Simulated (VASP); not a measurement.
# ZrB2 (P6/mmm) in VASP: notebook

ZrB2 is run at these levels: LDA; tasks: single point.

Everything below comes from runs of VASP 6.6.1. Logs are shortened: lines on timing, memory, paths and dates and some standing lists are left out, and cuts for length are marked.

## (1) The cell of the first run

Symmetry: P6/mmm, No. 191, hexagonal system. Conventional cell: a = 3.207 Å, b = 3.207 Å, c = 3.566 Å, α = 90.00°, β = 90.00°, γ = 120.00°. Zr (site symmetry 6/mmm) has 12 B at 2.57 Å and 6 Zr at 3.21 Å within 3.4 Å. B (site symmetry -6m2) has 3 B at 1.85 Å within 2.5 Å.

## (2) Single point, LDA (volume scaled by 1.04)

File INCAR:

```
SYSTEM = ZrB2
PREC = Accurate ; ENCUT = 520
EDIFF = 1E-6 ; ISMEAR = -1
SIGMA = 0.03 ; LREAL = .FALSE.
LASPH = .TRUE. ; NELM = 60
ALGO = Normal ; ISIF = 2
LWAVE = .FALSE. ; LCHARG = .FALSE.
NBANDS = 16
```

File KPOINTS:

```
regular mesh
0
G
  13 13 10
  0 0 0
```

File POSCAR:

```
ZrB2
1.0
    3.2066493363      0.0000000000      0.0000000000
   -1.6033246682      2.7770397863      0.0000000000
    0.0000000000      0.0000000000      3.5663211014
Zr B
1 2
Direct
    0.0000000000      0.0000000000      0.0000000000
    0.3333333333      0.6666666667      0.5000000000
    0.6666666667      0.3333333333      0.5000000000
```

Potentials or basis: VASP PAW LDA potentials, release 64 (Zr_sv, B).

Launch:

```
cat potpaw_LDA.64/Zr_sv/POTCAR potpaw_LDA.64/B/POTCAR > POTCAR
mpirun -np 1 vasp_std > vasp.out
```

OUTCAR:

```text
SYSTEM = ZrB2
   PREC = Accurate
   ENCUT = 520
   EDIFF = 1E-6
   ISMEAR = -1
   LREAL = .FALSE.
   LASPH = .TRUE.
   NELM = 60
   ISIF = 2

 ion  position               nearest neighbor table
   1  0.000  0.000  0.000-   2 2.57   3 2.57   2 2.57   3 2.57   3 2.57   3 2.57   2 2.57   2 2.57
                             3 2.57   3 2.57   2 2.57   2 2.57
   2  0.333  0.667  0.500-   3 1.85   3 1.85   3 1.85   1 2.57   1 2.57   1 2.57   1 2.57   1 2.57
                             1 2.57
   3  0.667  0.333  0.500-   2 1.85   2 1.85   2 1.85   1 2.57   1 2.57   1 2.57   1 2.57   1 2.57
                             1 2.57

  LATTYP: Found a hexagonal cell.
 ALAT       =     3.2066493363
 C/A-ratio  =     1.1121643583

  Lattice vectors:

 A1 = (   3.2066493363,   0.0000000000,   0.0000000000)
 A2 = (  -1.6033246682,   2.7770397863,   0.0000000000)
 A3 = (   0.0000000000,   0.0000000000,   3.5663211014)

Analysis of symmetry for initial positions (statically):
=====================================================================
 Subroutine PRICEL returns:
 Original cell was already a primitive cell.

 Routine SETGRP: Setting up the symmetry group for a
 hexagonal supercell.

 Subroutine GETGRP returns: Found 24 space group operations
 (whereof 24 operations were pure point group operations)
 out of a pool of 24 trial point group operations.

The static configuration has the point symmetry D_6h.

Analysis of symmetry for dynamics (positions and initial velocities):
=====================================================================
 Subroutine PRICEL returns:
 Original cell was already a primitive cell.

 Routine SETGRP: Setting up the symmetry group for a
 hexagonal supercell.

 Subroutine GETGRP returns: Found 24 space group operations
 (whereof 24 operations were pure point group operations)
 out of a pool of 24 trial point group operations.

The dynamic configuration has the point symmetry D_6h.

 Subroutine INISYM returns: Found 24 space group operations
 (whereof 24 operations are pure point group operations),
 and found     1 'primitive' translations

----------------------------------------------------------------------------------------

                                     Primitive cell

  volume of cell :      31.7581

  direct lattice vectors                    reciprocal lattice vectors
     3.206649336  0.000000000  0.000000000     0.311851997  0.180047835  0.000000000
    -1.603324668  2.777039786  0.000000000     0.000000000  0.360095669  0.000000000
     0.000000000  0.000000000  3.566321101     0.000000000  0.000000000  0.280400999

  length of vectors
     3.206649336  3.206649336  3.566321101     0.360095669  0.360095669  0.280400999

  position of ions in fractional coordinates (direct lattice)
     0.000000000  0.000000000  0.000000000
     0.333333333  0.666666667  0.500000000
     0.666666667  0.333333333  0.500000000

  ion indices of the primitive-cell ions
   primitive index   ion index
                 1           1
                 2           2
                 3           3

----------------------------------------------------------------------------------------

 KPOINTS: regular mesh

Automatic generation of k-mesh.
 Grid dimensions read from file:
 generate k-points for:   13   13   10

 Generating k-lattice:

  Cartesian coordinates                     Fractional coordinates (reciprocal lattice)
     0.023988615  0.013849833  0.000000000     0.076923077  0.000000000  0.000000000
     0.000000000  0.027699667  0.000000000     0.000000000  0.076923077  0.000000000
     0.000000000  0.000000000  0.028040100     0.000000000  0.000000000  0.100000000

  Length of vectors
     0.027699667  0.027699667  0.028040100

  Shift w.r.t. Gamma in fractional coordinates (k-lattice)
     0.000000000  0.000000000  0.000000000

 Subroutine IBZKPT returns following result:
 ===========================================

 Found    126 irreducible k-points:

 Following reciprocal coordinates:
            Coordinates               Weight
  0.000000  0.000000  0.000000      1.000000
  0.076923  0.000000  0.000000      6.000000
  0.153846  0.000000  0.000000      6.000000
  0.230769  0.000000  0.000000      6.000000
  0.307692  0.000000  0.000000      6.000000
  0.384615 -0.000000  0.000000      6.000000
[... 16 lines left out ...]
  0.076923  0.000000  0.100000     12.000000
  0.153846  0.000000  0.100000     12.000000
 [... further k-points ...]
   k-points           NKPTS =    126   k-points in BZ     NKDIM =    126   number of bands    NBANDS=     16
   number of dos      NEDOS =    301   number of ions     NIONS =      3
   total plane-waves  NPLWV =  16128
   dimension x,y,z NGX =    24 NGY =   24 NGZ =   28
   dimension x,y,z NGXF=    48 NGYF=   48 NGZF=   56
   ions per type =               1   2
   NGX,Y,Z   is equivalent  to a cutoff of  12.44, 12.44, 13.05 a.u.
   NGXF,Y,Z  is equivalent  to a cutoff of  24.89, 24.89, 26.10 a.u.
 SYSTEM =  ZrB2
   PREC   = accura    normal or accurate (medium, high low for compatibility)
   ISTART =      0    job   : 0-new  1-cont  2-samecut
   ICHARG =      2    charge: 1-file 2-atom 10-const
   ISPIN  =      1    spin polarized calculation?
   LNONCOLLINEAR =      F non collinear calculations
   LSORBIT =      F    spin-orbit coupling
   LASPH  =      T    aspherical Exc in radial PAW
   ENCUT  =  520.0 eV  38.22 Ry    6.18 a.u.   5.96  5.96  6.63*2*pi/ulx,y,z
   NELM   =     60;   NELMIN=  2; NELMDL= -5     # of ELM steps
   EDIFF  = 0.1E-05   stopping-criterion for ELM
   LREAL  =      F    real-space projection
   EDIFFG = 0.1E-04   stopping-criterion for IOM
   NSW    =      0    number of steps for IOM
   IBRION =     -1    ionic relax: 0-MD 1-quasi-New 2-CG
   NFREE  =      0    steps in history (QN), initial steepest desc. (CG)
   ISIF   =      2    stress and relaxation
   ISYM   =      2    0-nonsym 1-usesym 2-fastsym
   POTIM  = 0.5000    time-step for ionic-motion
   TEBEG  =    0.0;   TEEND  =   0.0 temperature during run
   PSTRESS=    0.0 pullay stress
   NELECT =      18.0000    total number of electrons
   NUPDOWN=      -1.0000    fix difference up-down
   EMIN   =  10.00;   EMAX   =-10.00  energy-range for DOS
   EFERMI =   0.00;   METHOD = LEGACY
   ISMEAR =    -1;   SIGMA  =   0.03  broadening in eV -4-tet -1-fermi 0-gaus
   EFERMI_NEDOS =   21; number of points for ismear=-14 and -15
   IALGO  =     38    algorithm
   IMIX   =      4    mixing-type and parameters
     AMIX     =   0.40;   BMIX     =  1.00
     AMIX_MAG =   1.60;   BMIX_MAG =  1.00
  volume/ion in A,a.u.               =      10.59        71.44
  Fermi-wavevector in a.u.,A,eV,Ry     =   1.354818  2.560235 24.973931  1.835532
  Thomas-Fermi vector in A             =   2.481958
   LORBIT       =      0    0 simple, 1 ext, 2 COOP (PROOUT), +10 PAW based schemes
   GGA     = CA    functional components
   LHFCALC =     F    Hartree Fock is set to
   AEXX    =    0.0000 exact exchange contribution
   IVDW    =     0    specifies the selected vdW correction
   LEPSILON=     F    determine dielectric tensor
   LRPA    =     F    only Hartree local field effects (RPA)
 non-spin polarized calculation
  energy-cutoff  :      520.00
  volume of cell :       31.76
 maximum number of plane-waves:       871
 NGX is ok and might be reduce to    24
   NGX = 11   NGY = 11   NGZ = 13

 number of electron      18.0000000 magnetization

 Free energy of the ion-electron system (eV)
  ---------------------------------------------------
  ext. energy  EPLUGINS =         0.00000000
  ---------------------------------------------------
  free energy    TOTEN  =       -27.38056485 eV

  energy without entropy =      -27.37936851  energy(sigma->0) =      -27.37996668

 E-fermi :  10.2037     XC(G=0): -12.4376

 val. band max:       10.2006351513   @ k =   0.3077   0.1538   0.0000
 cond. band min:      10.2122059390   @ k =   0.0769   0.0769   0.3000
 fundamental gap:      0.0115707877
 Fermi energy:        10.2036797421

 k-point     1 :       0.0000    0.0000    0.0000
  band No.  band energies     occupation
      1     -38.3463      2.00000
      2     -16.6690      2.00000
      3     -16.1558      2.00000
      4     -16.1558      2.00000
      5      -2.3084      2.00000
      6       7.5256      2.00000
[... 8 lines left out ...]
     15      15.1126      0.00000
     16      15.1126      0.00000

 k-point     2 :       0.0769    0.0000    0.0000
  band No.  band energies     occupation
      1     -38.3404      2.00000
      2     -16.6602      2.00000
      3     -16.2078      2.00000
      4     -16.1671      2.00000
      5      -2.1939      2.00000
      6       7.1873      2.00000
[... 8 lines left out ...]
     15      15.5610      0.00000
     16      15.8690      0.00000

 k-point     3 :       0.1538    0.0000    0.0000
  band No.  band energies     occupation
      1     -38.3242      2.00000
      2     -16.6359      2.00000
      3     -16.3497      2.00000
      4     -16.1985      2.00000
      5      -1.8610      2.00000
      6       6.3611      2.00000
[... 8 lines left out ...]
     15      16.5506      0.00000
     16      16.6916      0.00000

 k-point     4 :       0.2308    0.0000    0.0000
  band No.  band energies     occupation
      1     -38.3012      2.00000
      2     -16.6013      2.00000
      3     -16.5439      2.00000
      4     -16.2423      2.00000
      5      -1.3367      2.00000
      6       5.3284      2.00000
[... 8 lines left out ...]
     15      16.7866      0.00000
     16      18.1344      0.00000

 k-point     5 :       0.3077    0.0000    0.0000
  band No.  band energies     occupation
      1     -38.2767      2.00000
      2     -16.7435      2.00000
      3     -16.5644      2.00000
      4     -16.2884      2.00000
      5      -0.6541      2.00000
      6       4.2389      2.00000
[... 8 lines left out ...]
     15      17.6616      0.00000
     16      19.7362      0.00000

 k-point     6 :       0.3846   -0.0000    0.0000
  band No.  band energies     occupation
      1     -38.2562      2.00000
      2     -16.9042      2.00000
      3     -16.5335      2.00000
      4     -16.3261      2.00000
      5       0.1546      2.00000
      6       3.1556      2.00000
[... 8 lines left out ...]
     15      18.7474      0.00000
     16      19.0290      0.00000
[... 267 lines left out ...]
 k-point    21 :       0.3077    0.3077    0.0000
  band No.  band energies     occupation
      1     -38.2312      2.00000
      2     -16.8088      2.00000
      3     -16.6816      2.00000
      4     -16.4959      2.00000
      5       2.0650      2.00000
      6       2.7515      2.00000
[... 8 lines left out ...]
     15      20.8302      0.00000
     16      20.8831      0.00000

 k-point    22 :       0.0000    0.0000    0.1000
  band No.  band energies     occupation
      1     -38.3446      2.00000
      2     -16.7012      2.00000
      3     -16.1536      2.00000
      4     -16.1536      2.00000
      5      -2.1674      2.00000
      6       6.6396      2.00000
[... 8 lines left out ...]
     15      15.9983      0.00000
     16      15.9983      0.00000

 k-point    23 :       0.0769    0.0000    0.1000
  band No.  band energies     occupation
      1     -38.3388      2.00000
      2     -16.6922      2.00000
      3     -16.2054      2.00000
      4     -16.1649      2.00000
      5      -2.0568      2.00000
      6       6.6774      2.00000
[... 8 lines left out ...]
     15      15.9708      0.00000
     16      16.3425      0.00000

 k-point    24 :       0.1538    0.0000    0.1000
  band No.  band energies     occupation
      1     -38.3226      2.00000
      2     -16.6670      2.00000
      3     -16.3465      2.00000
      4     -16.1961      2.00000
      5      -1.7358      2.00000
      6       6.3564      2.00000
[... 8 lines left out ...]
     15      16.4803      0.00000
     16      17.2401      0.00000

 [... further k-points ...]

------------------------ aborting loop because EDIFF is reached ----------------------------------------

  FORCE on cell =-STRESS in cart. coord.  units (eV):
  Direction    XX          YY          ZZ          XY          YZ          ZX
  --------------------------------------------------------------------------------------
  -------------------------------------------------------------------------------------
  Total       -3.1616850     -3.1616850     -2.7705297      0.0000000     -0.0000000      0.0000000
  in kB     -159.5053178   -159.5053179   -139.7717407      0.0000000     -0.0000000      0.0000000
  external PRESSURE =    -152.9274588 kB  Pullay stress =       0.0000000 kB

 VOLUME and BASIS-vectors are now :
 -----------------------------------------------------------------------------
  energy-cutoff  :      520.00
  volume of cell :       31.76
      direct lattice vectors                 reciprocal lattice vectors
     3.206649336  0.000000000  0.000000000     0.311851997  0.180047835  0.000000000
    -1.603324668  2.777039786  0.000000000     0.000000000  0.360095669  0.000000000
     0.000000000  0.000000000  3.566321101     0.000000000  0.000000000  0.280400999

 POSITION                                       TOTAL-FORCE (eV/Angst)
 -----------------------------------------------------------------------------------
      0.00000      0.00000      0.00000        -0.000000      0.000000     -0.000000
     -0.00000      1.85136      1.78316         0.000000      0.000000     -0.000000
      1.60332      0.92568      1.78316         0.000000     -0.000000      0.000000
 -----------------------------------------------------------------------------------
    total drift:                               -0.000000      0.000000     -0.000000

  FREE ENERGIE OF THE ION-ELECTRON SYSTEM (eV)
  ---------------------------------------------------
  free  energy   TOTEN  =       -27.3805648475 eV

  energy  without entropy=      -27.3793685066  energy(sigma->0) =      -27.37996668
```

It took 69 s on 1 thread of Intel Xeon 8259CL, shared host; peak memory 0.18 GiB.

What came out:

```yaml
Free_energy: -27.3806 eV
Pressure: -15.3 GPa
Band_gap_on_the_k_mesh: zero (band 9 reaches 10.66 eV, above the bottom of band 10 at 9.82 eV)
```

## (3) Single point, LDA (volume scaled by 0.96)

File INCAR:

```
SYSTEM = ZrB2
ALGO = Normal ; EDIFF = 1E-6
ENCUT = 520 ; ISIF = 2
ISMEAR = -1 ; LASPH = .True.
LCHARG = .True. ; LELF = .True.
LREAL = .False. ; LVHAR = .True.
LWAVE = .False. ; NBANDS = 16
NELM = 80 ; PREC = Accurate
SIGMA = 0.03
```

File KPOINTS:

```
k-points
0
Gamma
  13 13 10
  0 0 0
```

File POSCAR:

```
ZrB2
1.0
    3.1222243140      0.0000000000      0.0000000000
   -1.5611121570      2.7039255722      0.0000000000
    0.0000000000      0.0000000000      3.4724266007
Zr B
1 2
Direct
    0.0000000000      0.0000000000      0.0000000000
    0.3333333333      0.6666666667      0.5000000000
    0.6666666667      0.3333333333      0.5000000000
```

Potentials or basis: VASP PAW LDA potentials, release 64 (Zr_sv, B).

Launch:

```
cat potpaw_LDA.64/Zr_sv/POTCAR potpaw_LDA.64/B/POTCAR > POTCAR
mpirun -np 1 vasp_std > vasp.out
```

Run time: 62 s. Hardware: 1 thread of AMD EPYC 7R13, shared host; peak memory 0.14 GiB.

The run converged. Its results:

```
Free energy            : -27.4778 eV
Pressure               : 3.6 GPa
Band gap on the k mesh : zero (band 9 reaches 11.62 eV, above the bottom of band 10 at 10.70 eV)
```

Stress tensor (GPa, compression positive):
```
3.39 0.00 0.00
0.00 3.39 0.00
0.00 0.00 3.97
```

Levels at points of the mesh, in eV from the Fermi level:
```tsv
k point	band 6	band 7	band 8	band 9	band 10	band 11	band 12	band 13
(0.00, 0.00, 0.00)	-2.85	-2.85	-2.81	-2.36	3.48	3.48	4.29	4.29
(0.00, 0.00, 0.50)	-7.15	-1.09	-1.09	0.20	0.20	0.69	0.69	1.83
```
